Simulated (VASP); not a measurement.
# GaO (P-6m2) in VASP: a series of runs, part 2 of 2

VASP 6.6.1. Earlier steps stand in the parts before.

**3. Relaxation of cell and atoms, PBE**

This run uses another cell than the first one, of 13.38 Å³/atom, 0.912 times its volume.

Input file INCAR:

```
  PREC = Accurate
  ENCUT = 600
  EDIFF = 1E-6
  ISMEAR = 0
  SIGMA = 0.1
  LREAL = F
  LASPH = T
  NELM = 80
  ALGO = Normal
  ISIF = 3
  LWAVE = F
  LCHARG = F
  GGA = PE
  IBRION = 2
  NSW = 100
  EDIFFG = -0.05
```

Input file KPOINTS:

```
Automatic mesh
0
Gamma
  6 6 2
```

Input file POSCAR:

```
GaO
1.0
    3.0748270013      0.0000000000      0.0000000000
   -1.5374135007      2.6628782954      0.0000000000
    0.0000000000      0.0000000000     13.0772611570
Ga O
4 4
Direct
    0.3333333333      0.6666666667      0.4250000000
    0.3333333333      0.6666666667      0.5750000000
    0.0000000000      0.0000000000      0.0750000000
    0.0000000000      0.0000000000      0.9250000000
    0.6666666667      0.3333333333      0.1500000000
    0.6666666667      0.3333333333      0.8500000000
    0.0000000000      0.0000000000      0.3500000000
    0.0000000000      0.0000000000      0.6500000000
```

Potentials or basis: VASP PAW PBE potentials, release 64 (Ga_d, O).

Launch:

```bash
$ cat potpaw_PBE.64/Ga_d/POTCAR potpaw_PBE.64/O/POTCAR > POTCAR
$ mpirun -np 1 vasp_std > vasp.out
```

Run time: 6.4 min. Hardware: 1 thread of Intel Xeon 6975P-C (Granite Rapids), shared host; peak memory 0.31 GiB.

Results (log left out):

```yaml
Free_energy: -42.9268 eV
Relaxed_volume: 14.29 Å³/atom
Relaxed_cell: a = 3.109 Å, b = 3.109 Å, c = 13.650 Å, α = 90.00°, β = 90.00°, γ = 120.00°
Space_group_after_relaxing_to_0.05_Å: P-6m2 (No. 187)
Energy_gained_by_relaxing: 579.9 meV/atom
Ionic_steps: 11
Pressure_after_relaxing: 0.0 GPa
Largest_force_after_relaxing: 0.028 eV/Å
Band_gap_on_the_k_mesh: 1.11 eV, indirect (least direct gap 1.22 eV)
```

Forces in eV/Å, atoms in the order of the input:
```
Ga   0.000  0.000  0.022
Ga   0.000  0.000 -0.022
Ga   0.000  0.000 -0.023
Ga   0.000  0.000  0.023
O    0.000  0.000 -0.028
O    0.000  0.000  0.028
O    0.000  0.000  0.025
O    0.000  0.000 -0.025
```

Stress tensor (GPa, compression positive):
```
-0.10  0.00  0.00
 0.00 -0.10  0.00
 0.00  0.00  0.18
```

The path:
```tsv
step	energy change (eV)	largest force (eV/Å)	pressure (GPa)	volume (Å³)
1	0.0000	11.4392	9.79	107.08
2	1.4421	4.1449	29.90	119.02
3	-4.4552	1.1045	4.79	111.64
4	-4.5387	0.6420	4.14	111.23
5	-4.5802	0.0549	3.47	110.67
6	-4.5798	0.0455	3.55	110.74
7	-4.6245	0.3010	-1.40	115.13
8	-4.6283	0.2407	-0.33	114.15
9	-4.6376	0.0840	-0.14	114.27
10	-4.6384	0.0966	-0.04	114.32
11	-4.6395	0.0275	-0.01	114.29
```

Final structure:
```cif
data_structure
_symmetry_space_group_name_H-M 'P 1'
_symmetry_Int_Tables_number 1
_cell_length_a 3.1094
_cell_length_b 3.1094
_cell_length_c 13.6497
_cell_angle_alpha 90.000
_cell_angle_beta 90.000
_cell_angle_gamma 120.000
_cell_volume 114.29
loop_
_atom_site_label
_atom_site_type_symbol
_atom_site_fract_x
_atom_site_fract_y
_atom_site_fract_z
_atom_site_occupancy
Ga1 Ga 0.33333 0.66667 0.40815 1
Ga2 Ga 0.33333 0.66667 0.59185 1
Ga3 Ga 0.00000 0.00000 0.09187 1
Ga4 Ga 0.00000 0.00000 0.90813 1
O1 O 0.66667 0.33333 0.14531 1
O2 O 0.66667 0.33333 0.85469 1
O3 O 0.00000 0.00000 0.35463 1
O4 O 0.00000 0.00000 0.64537 1
```

Levels at points of the mesh, in eV from the valence-band top:
```
           k point  band 34  band 35  band 36  band 37  band 38  band 39  band 40  band 41  band 42  band 43
(0.00, 0.00, 0.00)    -2.03    -2.00    -2.00    -1.15    -0.11     1.11     2.00     4.32     4.73     8.64
(0.50, 0.00, 0.00)    -2.97    -2.41    -2.19    -0.41    -0.28     2.70     2.91     5.22     5.35     6.52
(0.00, 0.00, 0.50)    -2.03    -2.00    -2.00    -0.71    -0.63     1.58     1.65     4.50     4.57     8.98
(0.50, 0.00, 0.50)    -2.98    -2.33    -2.27    -0.38    -0.31     2.75     2.84     5.28     5.33     6.54
```

Caveat: the relaxation stopped at a loose force limit of 0.05 eV/Å, so its end isn't a converged minimum.

**4. Single point, PBE**

This run uses another cell than the first one, of 15.15 Å³/atom, 1.032 times its volume.

Input file INCAR:

```
SYSTEM = GaO
PREC     = Accurate       ! precision mode
ENCUT    = 520            ! plane-wave cutoff, eV
EDIFF    = 1E-6           ! SCF threshold, eV
ISMEAR   = 0              ! smearing method
SIGMA    = 0.02           ! smearing width, eV
LREAL    = .False.        ! projectors in reciprocal space
LASPH    = .True.         ! aspherical terms in the spheres
NELM     = 60             ! most SCF steps
ALGO     = Normal         ! electronic algorithm
ISIF     = 2              ! what is computed and relaxed
LWAVE    = .False.        ! write WAVECAR
LCHARG   = .False.        ! write CHGCAR
GGA      = PE             ! functional
NBANDS   = 48             ! bands
```

Input file KPOINTS:

```
Automatic mesh
0
Gamma
  12 12 2
  0 0 0
```

Input file POSCAR:

```
GaO
1.0
    3.1012485387      0.0000000000      0.0000000000
   -1.5506242694      2.6857600180      0.0000000000
    0.0000000000      0.0000000000     14.5498811720
Ga O
4 4
Direct
    0.3333333333      0.6666666667      0.4139320548
    0.3333333333      0.6666666667      0.5860679452
    0.0000000000      0.0000000000      0.0860689512
    0.0000000000      0.0000000000      0.9139310488
    0.6666666667      0.3333333333      0.1363052894
    0.6666666667      0.3333333333      0.8636947106
    0.0000000000      0.0000000000      0.3636648979
    0.0000000000      0.0000000000      0.6363351021
```

Launch:

```bash
$ cat potpaw_PBE.64/Ga_d/POTCAR potpaw_PBE.64/O/POTCAR > POTCAR
$ mpirun -np 1 vasp_std > vasp.out
```

Run time: 92 s. Hardware: 1 thread of Intel Xeon 6975P-C (Granite Rapids), shared host; peak memory 0.32 GiB.

Results (log left out):

| Item | Value |
| --- | --- |
| Free energy | -42.9447 eV |
| Pressure | 0.5 GPa |
| Largest force | 0.049 eV/Å |
| Band gap on the k mesh | 1.28 eV, indirect (least direct gap 1.57 eV) |

Forces on the atoms (eV/Å):
```
Ga   0.000  0.000  0.043
Ga   0.000  0.000 -0.043
Ga   0.000  0.000 -0.043
Ga   0.000  0.000  0.043
O    0.000  0.000  0.049
O    0.000  0.000 -0.049
O    0.000  0.000 -0.049
O    0.000  0.000  0.049
```

Stress tensor (GPa, compression positive):
```
0.61 0.00 0.00
0.00 0.61 0.00
0.00 0.00 0.16
```

Levels at points of the mesh, in eV from the valence-band top:
```tsv
k point	band 36	band 37	band 38	band 39	band 40	band 41
(0.00, 0.00, 0.00)	-1.97	-0.93	-0.28	1.28	1.88	4.37
(0.50, 0.00, 0.00)	-2.19	-0.33	-0.27	2.80	2.91	5.35
(0.00, 0.00, 0.50)	-1.97	-0.64	-0.61	1.59	1.62	4.55
(0.50, 0.00, 0.50)	-2.24	-0.31	-0.29	2.84	2.87	5.39
```

A k mesh can miss the band edges. PBE gaps usually lie below the measured ones, often by a third to a half.

**5. Single point, PBE**

This run uses another cell than the first one, of 15.26 Å³/atom, 1.039 times its volume.

Input file INCAR:

```
PREC = Accurate
ENCUT = 520
EDIFF = 1E-6
ISMEAR = 0
SIGMA = 0.01
LREAL = False
LASPH = True
NELM = 100
ALGO = Normal
ISIF = 2
LWAVE = False
LCHARG = True
GGA = PE
LELF = True
LVHAR = True
NBANDS = 48
```

Input file KPOINTS:

```
regular mesh
0
Gamma
  12 12 2
```

Input file POSCAR:

```
GaO
1.0
    3.1008134224      0.0000000000      0.0000000000
   -1.5504067112      2.6853831962      0.0000000000
    0.0000000000      0.0000000000     14.6629063804
Ga O
4 4
Direct
    0.3333333333      0.6666666667      0.4145853931
    0.3333333333      0.6666666667      0.5854146069
    0.0000000000      0.0000000000      0.0854153236
    0.0000000000      0.0000000000      0.9145846764
    0.6666666667      0.3333333333      0.1352978266
    0.6666666667      0.3333333333      0.8647021734
    0.0000000000      0.0000000000      0.3646762321
    0.0000000000      0.0000000000      0.6353237679
```

Launch:

```bash
$ cat potpaw_PBE.64/Ga_d/POTCAR potpaw_PBE.64/O/POTCAR > POTCAR
$ mpirun -np 1 vasp_std > vasp.out
```

Run time: 96 s. Hardware: 1 thread of Intel Xeon 6975P-C (Granite Rapids), shared host; peak memory 0.31 GiB.

It converged, with:

| Quantity | Value |
| --- | --- |
| Free energy | -42.9446 eV |
| Pressure | 0.5 GPa |
| Largest force | 0.048 eV/Å |
| Band gap on the k mesh | 1.30 eV, indirect (least direct gap 1.60 eV) |

Forces in eV/Å, atoms in the order of the input:
```
Ga   0.000  0.000  0.043
Ga   0.000  0.000 -0.043
Ga   0.000  0.000 -0.043
Ga   0.000  0.000  0.043
O    0.000  0.000  0.048
O    0.000  0.000 -0.048
O    0.000  0.000 -0.048
O    0.000  0.000  0.048
```

Stress tensor (GPa, compression positive):
```
0.62 0.00 0.00
0.00 0.62 0.00
0.00 0.00 0.13
```

Levels at points of the mesh, in eV from the valence-band top:
```
           k point  band 34  band 35  band 36  band 37  band 38  band 39  band 40  band 41  band 42  band 43
(0.00, 0.00, 0.00)    -1.99    -1.96    -1.96    -0.91    -0.30     1.30     1.87     4.37     4.74     8.15
(0.50, 0.00, 0.00)    -2.96    -2.30    -2.19    -0.32    -0.27     2.81     2.91     5.36     5.44     6.60
(0.00, 0.00, 0.50)    -1.98    -1.96    -1.96    -0.63    -0.61     1.59     1.61     4.55     4.57     8.55
(0.50, 0.00, 0.50)    -2.96    -2.25    -2.23    -0.31    -0.29     2.85     2.87     5.40     5.41     6.63
```

A k mesh can miss the band edges. Expect the measured gap to be larger: semilocal functionals such as PBE lack the derivative discontinuity.

**6. Overview**

| task | cell | k mesh | cutoff (eV) | smearing | gap on the mesh (eV) | pressure (GPa) | largest force (eV/Å) |
| --- | --- | --- | --- | --- | --- | --- | --- |
| single point | a = 3.105, b = 3.105, c = 14.071 Å, angles 90.0, 90.0, 120.0°, 8 atoms | 6 × 6 × 2 | 520 | gaussian 0.1 eV | 1.20 | 0.4 | 0.07 |
| relaxation of cell and atoms | relaxed from a = 3.075, b = 3.075, c = 13.077 Å, angles 90.0, 90.0, 120.0°, 8 atoms | 6 × 6 × 2 | 600 | gaussian 0.1 eV | 1.11 | 0.0 | 0.03 |
| single point | a = 3.101, b = 3.101, c = 14.550 Å, angles 90.0, 90.0, 120.0°, 8 atoms | 12 × 12 × 2 | 520 | gaussian 0.02 eV | 1.28 | 0.5 | 0.05 |
| single point | a = 3.101, b = 3.101, c = 14.663 Å, angles 90.0, 90.0, 120.0°, 8 atoms | 12 × 12 × 2 | 520 | gaussian 0.01 eV | 1.30 | 0.5 | 0.05 |

Alike in all rows: level PBE; potentials or basis VASP PAW PBE potentials, release 64 (Ga_d, O); no spin polarisation.

Caveats: the relaxation stopped at a loose force limit of 0.05 eV/Å, so its end isn't a converged minimum (some runs).

Total energies depend on the potentials used, so only differences within one code and one set of settings carry meaning.
